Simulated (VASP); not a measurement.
Write the native input for VASP 6.6.1 that does the following.

* Task: single point
* Functional: PBE
* Potentials or basis: VASP PAW PBE potentials, release 64 (Ru_pv)
* Cutoff: 520 eV
* k mesh: 17 × 17 × 17
* Occupations: fermi-dirac, width 0.0612256 eV
* Spin: no spin polarisation
* Dipole correction: no
* Further INCAR settings: ALGO = Normal; EDIFF = 1e-06; NBANDS = 13

The structure of Ru lies in POSCAR:

```
Ru
1.0
    0.0000000000      1.8667592970      1.8667592970
    1.8667592970      0.0000000000      1.8667592970
    1.8667592970      1.8667592970      0.0000000000
Ru
1
Direct
    0.0000000000      0.0000000000      0.0000000000
```

This isn't the form of Ru at room conditions, which is hcp.

The input as run:

INCAR

```
PREC = Accurate
ENCUT = 520
EDIFF = 1E-6
ISMEAR = -1
SIGMA = 0.06122561905347299
LREAL = False
LASPH = True
NELM = 60
ALGO = Normal
ISIF = 2
LWAVE = False
LCHARG = False
GGA = PE
NBANDS = 13
```

KPOINTS

```
Automatic mesh
0
Gamma
  17 17 17
```

Potentials or basis: VASP PAW PBE potentials, release 64 (Ru_pv).

The run is started by

```console
$ cat potpaw_PBE.64/Ru_pv/POTCAR > POTCAR
$ mpirun -np 1 vasp_std > vasp.out
```

It gave:

The pressure is 22.0 GPa. The band gap on the k mesh is zero (bands 7 and 8 overlap by 3.70 eV).

Caveat: the cell stands under pressure.

Run time: 20 s on 1 thread of Intel Xeon 8259CL (shared host), peak memory 0.14 GiB.
